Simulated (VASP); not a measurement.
# SiF in VASP: settings compared, part 2 of 2

VASP 6.6.1. Earlier steps stand in the parts before.

**3. Single point, PBE**

This run uses another cell than the first one, of 13.33 Å³/atom, 1.006 times its volume.

INCAR

```
SYSTEM = SiF
PREC = Accurate
ENCUT = 520
EDIFF = 1E-6
ISMEAR = -1
SIGMA = 0.05
LREAL = .False.
LASPH = .True.
NELM = 60
ALGO = Normal
ISIF = 2
LWAVE = .False.
LCHARG = .False.
GGA = PE
NBANDS = 12
```

KPOINTS

```
Automatic mesh
0
Gamma
  7 7 8
  0 0 0
```

POSCAR

```
SiF
1.0
    3.0286000000      0.0000000000      0.0000000000
    0.0000000000      3.0286000000      0.0000000000
    0.0000000000      0.0000000000      2.9074560000
Si F
1 1
Direct
    0.5000000000      0.5000000000      0.5000000000
    0.0000000000      0.0000000000      0.0000000000
```

Potentials or basis: VASP PAW PBE potentials, release 64 (Si, F).

On the command line:

```bash
> cat potpaw_PBE.64/Si/POTCAR potpaw_PBE.64/F/POTCAR > POTCAR
> mpirun -np 1 vasp_std > vasp.out
```

OUTCAR:

```text
SYSTEM = SiF
   PREC = Accurate
   ENCUT = 520
   EDIFF = 1E-6
   ISMEAR = -1
   LREAL = .False.
   LASPH = .True.
   NELM = 60
   ISIF = 2
   GGA = PE

 ion  position               nearest neighbor table
   1  0.500  0.500  0.500-
   2  0.000  0.000  0.000-

  LATTYP: Found a simple tetragonal cell.
 ALAT       =     3.0286000000
 C/A-ratio  =     0.9600000000

  Lattice vectors:

 A1 = (   3.0286000000,   0.0000000000,   0.0000000000)
 A2 = (   0.0000000000,   3.0286000000,   0.0000000000)
 A3 = (   0.0000000000,   0.0000000000,   2.9074560000)

Analysis of symmetry for initial positions (statically):
=====================================================================
 Subroutine PRICEL returns:
 Original cell was already a primitive cell.

 Routine SETGRP: Setting up the symmetry group for a
 simple tetragonal supercell.

 Subroutine GETGRP returns: Found 16 space group operations
 (whereof 16 operations were pure point group operations)
 out of a pool of 16 trial point group operations.

The static configuration has the point symmetry D_4h.

Analysis of symmetry for dynamics (positions and initial velocities):
=====================================================================
 Subroutine PRICEL returns:
 Original cell was already a primitive cell.

 Routine SETGRP: Setting up the symmetry group for a
 simple tetragonal supercell.

 Subroutine GETGRP returns: Found 16 space group operations
 (whereof 16 operations were pure point group operations)
 out of a pool of 16 trial point group operations.

The dynamic configuration has the point symmetry D_4h.

 Subroutine INISYM returns: Found 16 space group operations
 (whereof 16 operations are pure point group operations),
 and found     1 'primitive' translations

----------------------------------------------------------------------------------------

                                     Primitive cell

  volume of cell :      26.6684

  direct lattice vectors                    reciprocal lattice vectors
     3.028600000  0.000000000  0.000000000     0.330185564  0.000000000  0.000000000
     0.000000000  3.028600000  0.000000000     0.000000000  0.330185564  0.000000000
     0.000000000  0.000000000  2.907456000     0.000000000  0.000000000  0.343943296

  length of vectors
     3.028600000  3.028600000  2.907456000     0.330185564  0.330185564  0.343943296

  position of ions in fractional coordinates (direct lattice)
     0.500000000  0.500000000  0.500000000
     0.000000000  0.000000000  0.000000000

  ion indices of the primitive-cell ions
   primitive index   ion index
                 1           1
                 2           2

----------------------------------------------------------------------------------------

 KPOINTS: Automatic mesh

Automatic generation of k-mesh.
 Grid dimensions read from file:
 generate k-points for:    7    7    8

 Generating k-lattice:

  Cartesian coordinates                     Fractional coordinates (reciprocal lattice)
     0.047169366  0.000000000  0.000000000     0.142857143  0.000000000  0.000000000
     0.000000000  0.047169366  0.000000000     0.000000000  0.142857143  0.000000000
     0.000000000  0.000000000  0.042992912     0.000000000  0.000000000  0.125000000

  Length of vectors
     0.047169366  0.047169366  0.042992912

  Shift w.r.t. Gamma in fractional coordinates (k-lattice)
     0.000000000  0.000000000  0.000000000

 Subroutine IBZKPT returns following result:
 ===========================================

 Found     50 irreducible k-points:

 Following reciprocal coordinates:
            Coordinates               Weight
  0.000000  0.000000  0.000000      1.000000
  0.142857  0.000000  0.000000      4.000000
  0.285714  0.000000  0.000000      4.000000
  0.428571  0.000000  0.000000      4.000000
  0.142857  0.142857  0.000000      4.000000
  0.285714  0.142857  0.000000      8.000000
[... 16 lines left out ...]
  0.285714  0.000000  0.250000      8.000000
  0.428571  0.000000  0.250000      8.000000
 [... further k-points ...]
   k-points           NKPTS =     50   k-points in BZ     NKDIM =     50   number of bands    NBANDS=     12
   number of dos      NEDOS =    301   number of ions     NIONS =      2
   total plane-waves  NPLWV =  13824
   dimension x,y,z NGX =    24 NGY =   24 NGZ =   24
   dimension x,y,z NGXF=    48 NGYF=   48 NGZF=   48
   ions per type =               1   1
   NGX,Y,Z   is equivalent  to a cutoff of  13.17, 13.17, 13.72 a.u.
   NGXF,Y,Z  is equivalent  to a cutoff of  26.35, 26.35, 27.45 a.u.
 SYSTEM =  SiF
   PREC   = accura    normal or accurate (medium, high low for compatibility)
   ISTART =      0    job   : 0-new  1-cont  2-samecut
   ICHARG =      2    charge: 1-file 2-atom 10-const
   ISPIN  =      1    spin polarized calculation?
   LNONCOLLINEAR =      F non collinear calculations
   LSORBIT =      F    spin-orbit coupling
   LASPH  =      T    aspherical Exc in radial PAW
   ENCUT  =  520.0 eV  38.22 Ry    6.18 a.u.   5.63  5.63  5.41*2*pi/ulx,y,z
   NELM   =     60;   NELMIN=  2; NELMDL= -5     # of ELM steps
   EDIFF  = 0.1E-05   stopping-criterion for ELM
   LREAL  =      F    real-space projection
   EDIFFG = 0.1E-04   stopping-criterion for IOM
   NSW    =      0    number of steps for IOM
   IBRION =     -1    ionic relax: 0-MD 1-quasi-New 2-CG
   NFREE  =      0    steps in history (QN), initial steepest desc. (CG)
   ISIF   =      2    stress and relaxation
   ISYM   =      2    0-nonsym 1-usesym 2-fastsym
   POTIM  = 0.5000    time-step for ionic-motion
   TEBEG  =    0.0;   TEEND  =   0.0 temperature during run
   PSTRESS=    0.0 pullay stress
   NELECT =      11.0000    total number of electrons
   NUPDOWN=      -1.0000    fix difference up-down
   EMIN   =  10.00;   EMAX   =-10.00  energy-range for DOS
   EFERMI =   0.00;   METHOD = LEGACY
   ISMEAR =    -1;   SIGMA  =   0.05  broadening in eV -4-tet -1-fermi 0-gaus
   EFERMI_NEDOS =   21; number of points for ismear=-14 and -15
   IALGO  =     38    algorithm
   IMIX   =      4    mixing-type and parameters
     AMIX     =   0.40;   BMIX     =  1.00
     AMIX_MAG =   1.60;   BMIX_MAG =  1.00
  volume/ion in A,a.u.               =      13.33        89.98
  Fermi-wavevector in a.u.,A,eV,Ry     =   1.218634  2.302885 20.205598  1.485070
  Thomas-Fermi vector in A             =   2.353914
   LORBIT       =      0    0 simple, 1 ext, 2 COOP (PROOUT), +10 PAW based schemes
   GGA     = PE    functional components
   LHFCALC =     F    Hartree Fock is set to
   AEXX    =    0.0000 exact exchange contribution
   IVDW    =     0    specifies the selected vdW correction
   LEPSILON=     F    determine dielectric tensor
   LRPA    =     F    only Hartree local field effects (RPA)
 non-spin polarized calculation
  energy-cutoff  :      520.00
  volume of cell :       26.67
 maximum number of plane-waves:       728
 NGX is ok and might be reduce to    24
   NGX = 11   NGY = 11   NGZ = 11

 number of electron      11.0000007 magnetization

 Free energy of the ion-electron system (eV)
  ---------------------------------------------------
  ext. energy  EPLUGINS =         0.00000000
  ---------------------------------------------------
  free energy    TOTEN  =        -7.81454585 eV

  energy without entropy =       -7.80429530  energy(sigma->0) =       -7.80942057

 E-fermi :   6.2607     XC(G=0): -10.4868

 val. band max:        6.2484001140   @ k =   0.2857   0.1429   0.3750
 cond. band min:       6.2718643953   @ k =   0.4286   0.2857   0.5000
 fundamental gap:      0.0234642813
 Fermi energy:         6.2607393485

 k-point     1 :       0.0000    0.0000    0.0000
  band No.  band energies     occupation
      1     -18.1103      2.00000
      2      -2.8206      2.00000
      3       0.7662      2.00000
      4       0.7662      2.00000
      5       1.0486      2.00000
      6      11.3795      0.00000
      7      11.3795      0.00000
      8      11.8040      0.00000
      9      12.2429      0.00000
     10      12.2603      0.00000
     11      22.9212      0.00000
     12      23.0208      0.00000
[... 331 lines left out ...]
 k-point    24 :       0.4286    0.0000    0.2500
  band No.  band energies     occupation
      1     -17.7584      2.00000
      2      -2.9767      2.00000
      3      -0.2591      2.00000
      4       1.2399      2.00000
      5       2.8567      2.00000
      6       5.7168      1.99996
      7       8.2265      0.00000
      8      11.7391      0.00000
      9      15.4909      0.00000
     10      16.9942      0.00000
     11      19.0699      0.00000
     12      21.0279      0.00000

 [... further k-points ...]

------------------------ aborting loop because EDIFF is reached ----------------------------------------

  FORCE on cell =-STRESS in cart. coord.  units (eV):
  Direction    XX          YY          ZZ          XY          YZ          ZX
  --------------------------------------------------------------------------------------
  -------------------------------------------------------------------------------------
  Total        0.8967569      0.8967569     -0.3511138      0.0000000      0.0000000     -0.0000000
  in kB       53.8751319     53.8751319    -21.0941218      0.0000000      0.0000000     -0.0000000
  external PRESSURE =      28.8853806 kB  Pullay stress =       0.0000000 kB

 VOLUME and BASIS-vectors are now :
 -----------------------------------------------------------------------------
  energy-cutoff  :      520.00
  volume of cell :       26.67
      direct lattice vectors                 reciprocal lattice vectors
     3.028600000  0.000000000  0.000000000     0.330185564  0.000000000  0.000000000
     0.000000000  3.028600000  0.000000000     0.000000000  0.330185564  0.000000000
     0.000000000  0.000000000  2.907456000     0.000000000  0.000000000  0.343943296

 POSITION                                       TOTAL-FORCE (eV/Angst)
 -----------------------------------------------------------------------------------
      1.51430      1.51430      1.45373         0.000000      0.000000      0.000000
      0.00000      0.00000      0.00000         0.000000      0.000000      0.000000
 -----------------------------------------------------------------------------------
    total drift:                                0.000000      0.000000      0.000000

  FREE ENERGIE OF THE ION-ELECTRON SYSTEM (eV)
  ---------------------------------------------------
  free  energy   TOTEN  =        -7.8145458504 eV

  energy  without entropy=       -7.8042952979  energy(sigma->0) =       -7.80942057
```

OSZICAR:

```text
N       E                     dE             d eps       ncg     rms          rms(c)
DAV:   1     0.249924195375E+02    0.24992E+02   -0.47979E+03  1200   0.766E+02
DAV:   2    -0.756015534857E+01   -0.32553E+02   -0.30537E+02  1504   0.143E+02
DAV:   3    -0.855182913488E+01   -0.99167E+00   -0.96800E+00  1452   0.218E+01
DAV:   4    -0.855470333548E+01   -0.28742E-02   -0.28724E-02  1348   0.147E+00
DAV:   5    -0.855471559742E+01   -0.12262E-04   -0.12261E-04  1452   0.971E-02    0.522E+00
DAV:   6    -0.787946962112E+01    0.67525E+00   -0.56178E+00  1256   0.172E+01    0.246E+00
DAV:   7    -0.782426028521E+01    0.55209E-01   -0.39570E-01  1284   0.446E+00    0.817E-01
DAV:   8    -0.781490022805E+01    0.93601E-02   -0.57285E-02  1292   0.186E+00    0.145E-01
DAV:   9    -0.781446341139E+01    0.43682E-03   -0.15457E-03  1332   0.289E-01    0.594E-02
DAV:  10    -0.781453478620E+01   -0.71375E-04   -0.54818E-05  1456   0.619E-02    0.230E-02
DAV:  11    -0.781454570164E+01   -0.10915E-04   -0.19653E-05  1316   0.427E-02    0.389E-03
DAV:  12    -0.781454585041E+01   -0.14877E-06   -0.11438E-06   888   0.682E-03
   1 F= -.78145459E+01 E0= -.78094206E+01  d E =-.102506E-01
```

It took 10 s on 1 thread of Intel Xeon Platinum 8259CL at 2.50GHz (Skylake/Cascade Lake), shared host; peak memory 0.14 GiB.

What came out:

- Free energy: -7.8145 eV
- Pressure: 2.9 GPa

Caveat: an odd number of electrons without spin polarisation forces a metal; a magnetic or distorted state may lie lower.

**4. Single point, PBE**

This run uses another cell than the first one, of 13.61 Å³/atom, 1.027 times its volume.

INCAR

```
ALGO = Normal
EDIFF = 1E-6
ENCUT = 520
GGA = PE
ISIF = 2
ISMEAR = -1
LASPH = T
LCHARG = F
LREAL = F
LWAVE = F
NBANDS = 12
NELM = 80
PREC = Accurate
SIGMA = 0.05
```

KPOINTS

```
k-points
0
Gamma
  7 7 8
```

POSCAR, as its differences from that of step 3:

```diff
@@ -4,3 +4,3 @@
     0.0000000000      3.0286000000      0.0000000000
-    0.0000000000      0.0000000000      2.9074560000
+    0.0000000000      0.0000000000      2.9680280000
 Si F
```

On the command line:

```bash
> cat potpaw_PBE.64/Si/POTCAR potpaw_PBE.64/F/POTCAR > POTCAR
> mpirun -np 1 vasp_std > vasp.out
```

Wall time 8.6 s (1 thread of Intel Xeon Platinum 8259CL at 2.50GHz (Skylake/Cascade Lake), shared host); peak memory 0.14 GiB.

The run converged. Its results:

```yaml
Free_energy: -7.8087 eV
Pressure: 1.2 GPa
```

Stress tensor (GPa, compression positive):
```
 2.56  0.00  0.00
 0.00  2.56  0.00
 0.00  0.00 -1.57
```

Levels at points of the mesh, in eV from the Fermi level:
```
           k point  band 3  band 4  band 5  band 6  band 7  band 8
(0.00, 0.00, 0.00)   -5.33   -5.33   -5.20    5.13    5.13    5.55
(0.00, 0.00, 0.50)   -4.96   -4.96   -2.68   -2.59    5.05    5.05
```

Caveat: an odd number of electrons without spin polarisation forces a metal; a magnetic or distorted state may lie lower.

**5. Relaxation of cell and atoms, PBEsol**

This run uses another cell than the first one, of 13.89 Å³/atom, 1.048 times its volume.

INCAR

```
SYSTEM = SiF
  PREC = Accurate
  ENCUT = 600
  EDIFF = 1E-6
  ISMEAR = -1
  SIGMA = 0.05
  LREAL = .False.
  LASPH = .True.
  NELM = 60
  ALGO = Normal
  ISIF = 3
  LWAVE = .False.
  LCHARG = .False.
  GGA = PS
  IBRION = 2
  NSW = 60
  EDIFFG = -0.01
```

KPOINTS

```
regular mesh
0
Gamma
  9 9 9
  0 0 0
```

POSCAR, as its differences from that of step 4:

```diff
@@ -4,3 +4,3 @@
     0.0000000000      3.0286000000      0.0000000000
-    0.0000000000      0.0000000000      2.9680280000
+    0.0000000000      0.0000000000      3.0286000000
 Si F
```

On the command line:

```bash
> cat potpaw_PBE.64/Si/POTCAR potpaw_PBE.64/F/POTCAR > POTCAR
> mpirun -np 1 vasp_std > vasp.out
```

It took 15 s on 1 thread of Intel Xeon Platinum 8259CL at 2.50GHz (Skylake/Cascade Lake), shared host; peak memory 0.14 GiB.

The run converged. Its results:

```
Free energy                            : -8.3874 eV
Relaxed volume                         : 13.24 Å³/atom
Relaxed cell                           : a = 2.980 Å, b = 2.980 Å, c = 2.980 Å, α = 90.00°, β = 90.00°, γ = 90.00°
Space group after relaxing (to 0.05 Å) : Pm-3m (No. 221)
Energy gained by relaxing              : 8.4 meV/atom
Ionic steps                            : 2
Pressure after relaxing                : -0.1 GPa
```

The path:
```csv
step,energy change (eV),largest force (eV/Å),pressure (GPa),volume (Å³)
1,0.0000,0.0000,-3.81,27.78
2,-0.0167,0.0000,-0.10,26.47
```

Final structure:
```
CELL_PARAMETERS angstrom
2.98030 0.00000 0.00000
0.00000 2.98030 0.00000
0.00000 0.00000 2.98030
ATOMIC_POSITIONS crystal
Si 0.50000 0.50000 0.50000
F 0.00000 0.00000 0.00000
```

Levels at points of the mesh, in eV from the Fermi level:
| k point | band 2 | band 3 | band 4 | band 5 | band 6 | band 7 | band 8 | band 9 |
| --- | --- | --- | --- | --- | --- | --- | --- | --- |
| (0.00, 0.00, 0.00) | -9.07 | -5.51 | -5.51 | -5.51 | 5.45 | 5.45 | 5.45 | 5.67 |

Caveat: the PAW data sets were made with another functional, which shifts forces and pressure a little; an odd number of electrons without spin polarisation forces a metal; a magnetic or distorted state may lie lower.

**6. Relaxation of cell and atoms, PBEsol, target pressure 2 GPa, at which the enthalpy is minimised**

This run uses another cell than the first one, of 13.89 Å³/atom, 1.048 times its volume.

INCAR

```
SYSTEM = SiF
ALGO     = Normal         ! electronic algorithm
EDIFF    = 1E-6           ! SCF threshold, eV
EDIFFG   = -0.01          ! ionic threshold
ENCUT    = 600            ! plane-wave cutoff, eV
GGA      = PS             ! functional
IBRION   = 2              ! ionic algorithm
ISIF     = 3              ! what is computed and relaxed
ISMEAR   = -1             ! smearing method
LASPH    = .TRUE.         ! aspherical terms in the spheres
LCHARG   = .FALSE.        ! write CHGCAR
LREAL    = .FALSE.        ! projectors in reciprocal space
LWAVE    = .FALSE.        ! write WAVECAR
NELM     = 80             ! most SCF steps
NSW      = 60             ! ionic steps
PREC     = Accurate       ! precision mode
PSTRESS  = 20.0         
SIGMA    = 0.05           ! smearing width, eV
```

KPOINTS

```
k-points
0
G
  9 9 9
  0 0 0
```

POSCAR is that of step 5.

Potentials or basis: VASP PAW PBE potentials, release 64 (Si, F).

On the command line:

```bash
> cat potpaw_PBE.64/Si/POTCAR potpaw_PBE.64/F/POTCAR > POTCAR
> mpirun -np 1 vasp_std > vasp.out
```

It took 22 s on 1 thread of Intel Xeon Platinum 8259CL at 2.50GHz (Skylake/Cascade Lake), shared host; peak memory 0.14 GiB.

The run converged. Its results:

| Quantity | Value |
| --- | --- |
| Free energy | -8.3838 eV |
| Relaxed volume | 12.93 Å³/atom |
| Relaxed cell | a = 2.957 Å, b = 2.957 Å, c = 2.957 Å, α = 90.00°, β = 90.00°, γ = 90.00° |
| Space group after relaxing (to 0.05 Å) | Pm-3m (No. 221) |
| Energy change on relaxing (the enthalpy is what falls) | -6.6 meV/atom |
| Ionic steps | 3 |
| Pressure after relaxing | 2.0 GPa |

Step by step:
| step | energy change (eV) | largest force (eV/Å) | pressure (GPa) | volume (Å³) |
| --- | --- | --- | --- | --- |
| 1 | 0.0000 | 0.0000 | -3.81 | 27.78 |
| 2 | -0.0125 | 0.0000 | 2.20 | 25.80 |
| 3 | -0.0132 | 0.0000 | 2.02 | 25.86 |

Final structure:
```yaml
crystal:
  lattice:
    - [2.95704, 0.00000, 0.00000]
    - [0.00000, 2.95704, 0.00000]
    - [0.00000, 0.00000, 2.95704]
  atoms:
    - { symbol: Si, position: [0.50000, 0.50000, 0.50000] }
    - { symbol: F, position: [0.00000, 0.00000, 0.00000] }
```

Levels at points of the mesh, in eV from the Fermi level:
| k point | band 1 | band 2 | band 3 | band 4 | band 5 | band 6 | band 7 | band 8 | band 9 |
| --- | --- | --- | --- | --- | --- | --- | --- | --- | --- |
| (0.00, 0.00, 0.00) | -24.55 | -9.14 | -5.65 | -5.65 | -5.65 | 5.58 | 5.58 | 5.58 | 5.62 |

Caveat: the cell is relaxed towards a set pressure, so the enthalpy falls and the energy may rise; the PAW data sets were made with another functional, which shifts forces and pressure a little; an odd number of electrons without spin polarisation forces a metal; a magnetic or distorted state may lie lower.

**7. Summary**

```csv
task,level,cell,k mesh,cutoff (eV),gap on the mesh (eV),pressure (GPa)
single point,PBEsol,"a = 2.982 Å, 2 atoms",9 × 9 × 9,520,none,-0.2
single point,PBE,"a = 3.029, b = 3.029, c = 2.907 Å, 2 atoms",7 × 7 × 8,520,none,2.9
single point,PBE,"a = 3.029, b = 3.029, c = 2.968 Å, 2 atoms",7 × 7 × 8,520,none,1.2
relaxation of cell and atoms,PBEsol,"relaxed from a = 3.029 Å, 2 atoms",9 × 9 × 9,600,none,-0.1
relaxation of cell and atoms,PBEsol,"relaxed to 2 GPa from a = 3.029 Å, 2 atoms",9 × 9 × 9,600,none,2.0
```

Alike in all rows: potentials or basis VASP PAW PBE potentials, release 64 (Si, F); no spin polarisation; smearing fermi-dirac 0.05 eV.

Caveats: an odd number of electrons without spin polarisation forces a metal; a magnetic or distorted state may lie lower; the PAW data sets were made with another functional, which shifts forces and pressure a little (some runs); the cell is relaxed towards a set pressure, so the enthalpy falls and the energy may rise (some runs).

Total energies depend on the potentials used, so only differences within one code and one set of settings carry meaning.
